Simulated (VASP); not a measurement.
# AlFe3 (Pm-3m) in VASP: further runs, part 2 of 2

VASP 6.6.1.

## Step 3: Relaxation of cell and atoms, LDA, collinear spin, ferromagnetic start

This run uses another cell than the first one, of 12.05 Å³/atom.

The input, INCAR:

```
ALGO = Normal
EDIFF = 1E-6
EDIFFG = -0.01
ENCUT = 600
GGA = CA
IBRION = 2
ISIF = 3
ISMEAR = -1
ISPIN = 2
LASPH = T
LCHARG = F
LMAXMIX = 4
LORBIT = 11
LREAL = F
LWAVE = F
MAGMOM = 0 3.5 3.5 3.5
NELM = 150
NSW = 80
PREC = Accurate
SIGMA = 0.05
```

The input, KPOINTS:

```
k-points
0
Gamma
  6 6 6
```

The input, POSCAR:

```
AlFe3
1.0
    3.6392911100      0.0000000000      0.0000000000
    0.0000000000      3.6392911100      0.0000000000
    0.0000000000      0.0000000000      3.6392911100
Al Fe
1 3
Direct
    0.0000000000      0.0000000000      0.0000000000
    0.0000000000      0.4999999986      0.4999999986
    0.4999999986      0.0000000000      0.4999999986
    0.4999999986      0.4999999986      0.0000000000
```

Potentials or basis: VASP PAW LDA potentials, release 64 (Al, Fe).

The run is started by

```bash
$ cat potpaw_LDA.64/Al/POTCAR potpaw_LDA.64/Fe/POTCAR > POTCAR
$ mpirun -np 1 vasp_std > vasp.out
```

OUTCAR:

```text
EDIFF = 1E-6
   EDIFFG = -0.01
   ENCUT = 600
   GGA = CA
   IBRION = 2
   ISIF = 3
   ISMEAR = -1
   ISPIN = 2
   LASPH = T
   LORBIT = 11
   LREAL = F
   NELM = 150
   NSW = 80
   PREC = Accurate

 ion  position               nearest neighbor table
   1  0.000  0.000  0.000-   2 2.57   3 2.57   4 2.57   2 2.57   3 2.57   2 2.57   4 2.57   3 2.57
                             4 2.57   2 2.57   3 2.57   4 2.57
   2  0.000  0.500  0.500-   1 2.57   3 2.57   4 2.57   4 2.57   1 2.57   3 2.57   1 2.57   3 2.57
                             4 2.57   4 2.57   1 2.57   3 2.57
   3  0.500  0.000  0.500-   1 2.57   2 2.57   4 2.57   4 2.57   1 2.57   2 2.57   1 2.57   2 2.57
                             4 2.57   4 2.57   2 2.57   1 2.57
   4  0.500  0.500  0.000-   1 2.57   2 2.57   3 2.57   3 2.57   1 2.57   2 2.57   1 2.57   2 2.57
                             3 2.57   3 2.57   1 2.57   2 2.57

  LATTYP: Found a simple cubic cell.
 ALAT       =     3.6392911100

  Lattice vectors:

 A1 = (   3.6392911100,   0.0000000000,   0.0000000000)
 A2 = (   0.0000000000,   3.6392911100,   0.0000000000)
 A3 = (   0.0000000000,   0.0000000000,   3.6392911100)

Analysis of symmetry for initial positions (statically):
=====================================================================
 Subroutine PRICEL returns:
 Original cell was already a primitive cell.

 Routine SETGRP: Setting up the symmetry group for a
 simple cubic supercell.

 Subroutine GETGRP returns: Found 48 space group operations
 (whereof 48 operations were pure point group operations)
 out of a pool of 48 trial point group operations.

The static configuration has the point symmetry O_h .

[... 289 lines left out ...]

 number of electron      27.0000024 magnetization       5.6800169

 Free energy of the ion-electron system (eV)
  ---------------------------------------------------
  ext. energy  EPLUGINS =         0.00000000
  ---------------------------------------------------
  free energy    TOTEN  =       -32.59170269 eV

  energy without entropy =      -32.55497688  energy(sigma->0) =      -32.57333979

 E-fermi :   7.5586     XC(G=0): -13.1565

 val. band max:        7.5355892478   @ k =   0.5000   0.1667   0.1667
 cond. band min:       7.5638952586   @ k =   0.5000   0.3333   0.3333
 fundamental gap:      0.0283060108
 Fermi energy:         7.5586432753

 spin component 1

 k-point     1 :       0.0000    0.0000    0.0000
  band No.  band energies     occupation
      1      -2.6356      1.00000
      2       2.0940      1.00000
      3       3.2103      1.00000
      4       3.2103      1.00000
      5       3.5987      1.00000
      6       3.5987      1.00000
[... 489 lines left out ...]
     21      12.6234      0.00000
     22      12.6234      0.00000
 Fermi energy:         7.5586432753

 spin component 2

 k-point     1 :       0.0000    0.0000    0.0000
  band No.  band energies     occupation
      1      -2.3754      1.00000
      2       3.3508      1.00000
      3       4.3219      1.00000
      4       4.3219      1.00000
      5       4.8572      1.00000
      6       4.8572      1.00000
[... 520 lines left out ...]
  FREE ENERGIE OF THE ION-ELECTRON SYSTEM (eV)
  ---------------------------------------------------
  free  energy   TOTEN  =       -32.5917026859 eV

  energy  without entropy=      -32.5549768850  energy(sigma->0) =      -32.57333979

 reached required accuracy - stopping structural energy minimisation

 total charge

# of ion       s       p       d       tot
------------------------------------------
    1        0.429   0.468   0.000   0.897
    2        0.505   0.587   6.351   7.443
    3        0.505   0.587   6.351   7.443
    4        0.505   0.587   6.351   7.443
--------------------------------------------------
tot          1.943   2.230  19.053  23.226

 magnetization (x)

# of ion       s       p       d       tot
------------------------------------------
    1       -0.006  -0.043   0.000  -0.049
    2        0.004   0.013   1.859   1.876
    3        0.004   0.013   1.859   1.876
    4        0.004   0.013   1.859   1.876
--------------------------------------------------
tot          0.006  -0.003   5.577   5.580
```

OSZICAR:

```text
N       E                     dE             d eps       ncg     rms          rms(c)
DAV:   1     0.183265302581E+03    0.18327E+03   -0.12422E+04  1776   0.164E+03
DAV:   2    -0.265502350942E+02   -0.20982E+03   -0.19758E+03  1760   0.320E+02
[... 37 lines left out ...]
DAV:   1    -0.325937937098E+02   -0.22664E-02   -0.33229E-02  1790   0.298E+00    0.451E-01
DAV:   2    -0.325927096537E+02    0.10841E-02   -0.16977E-02  2140   0.229E+00    0.416E-01
DAV:   3    -0.325917450196E+02    0.96463E-03   -0.29535E-03  2120   0.989E-01    0.968E-02
DAV:   4    -0.325917264348E+02    0.18585E-04   -0.88554E-05  2174   0.908E-02    0.393E-02
DAV:   5    -0.325917025743E+02    0.23860E-04   -0.20578E-05  2598   0.583E-02    0.891E-03
DAV:   6    -0.325917026859E+02   -0.11163E-06   -0.12696E-06  1086   0.156E-02
   4 F= -.32591703E+02 E0= -.32573340E+02  d E =-.171075E+00  mag=     5.6808
```

CONTCAR:

```text
AlFe3
   1.00000000000000
     3.5330748962193681    0.0000000000000000   -0.0000000000000000
    -0.0000000000000000    3.5330748962193681   -0.0000000000000000
     0.0000000000000000    0.0000000000000000    3.5330748962193681
  Al              Fe
     1     3
Direct
     0.0000000000000000    0.0000000000000000    0.0000000000000000
     0.0000000000000000    0.4999999986000034    0.4999999986000034
     0.4999999986000034    0.0000000000000000    0.4999999986000034
     0.4999999986000034    0.4999999986000034    0.0000000000000000

  0.00000000E+00  0.00000000E+00  0.00000000E+00
  0.00000000E+00  0.00000000E+00  0.00000000E+00
  0.00000000E+00  0.00000000E+00  0.00000000E+00
  0.00000000E+00  0.00000000E+00  0.00000000E+00
```

Wall time 2.4 min (1 thread of Intel Xeon Platinum 8488C (Sapphire Rapids), shared host); peak memory 0.19 GiB.

What came out:

```
Free energy                                           : -32.5917 eV
Relaxed volume                                        : 11.03 Å³/atom
Relaxed cell                                          : a = 3.533 Å, b = 3.533 Å, c = 3.533 Å, α = 90.00°, β = 90.00°, γ = 90.00°
Space group after relaxing (to 0.1 Å)                 : Pm-3m (No. 221)
Energy gained by relaxing                             : 42.8 meV/atom
Ionic steps                                           : 4
Pressure after relaxing                               : 0.0 GPa
Net moment                                            : 5.68 μB per cell
Site moments                                          : Al -0.05; Fe +1.88 μB
Valence electrons inside the program's atomic spheres : Al 0.90; Fe 7.44
```

The path:
```
step  energy change (eV)  largest force (eV/Å)  pressure (GPa)  volume (Å³)
   1              0.0000                0.0000          -13.22        48.20
   2             -0.0841                0.0000           11.63        41.59
   3             -0.1709                0.0000           -0.50        44.22
   4             -0.1711                0.0000            0.00        44.10
```

Final structure:
```cif
data_structure
_symmetry_space_group_name_H-M 'P 1'
_symmetry_Int_Tables_number 1
_cell_length_a 3.5331
_cell_length_b 3.5331
_cell_length_c 3.5331
_cell_angle_alpha 90.000
_cell_angle_beta 90.000
_cell_angle_gamma 90.000
_cell_volume 44.10
loop_
_atom_site_label
_atom_site_type_symbol
_atom_site_fract_x
_atom_site_fract_y
_atom_site_fract_z
_atom_site_occupancy
Al1 Al 0.00000 0.00000 0.00000 1
Fe1 Fe 0.00000 0.50000 0.50000 1
Fe2 Fe 0.50000 0.00000 0.50000 1
Fe3 Fe 0.50000 0.50000 0.00000 1
```
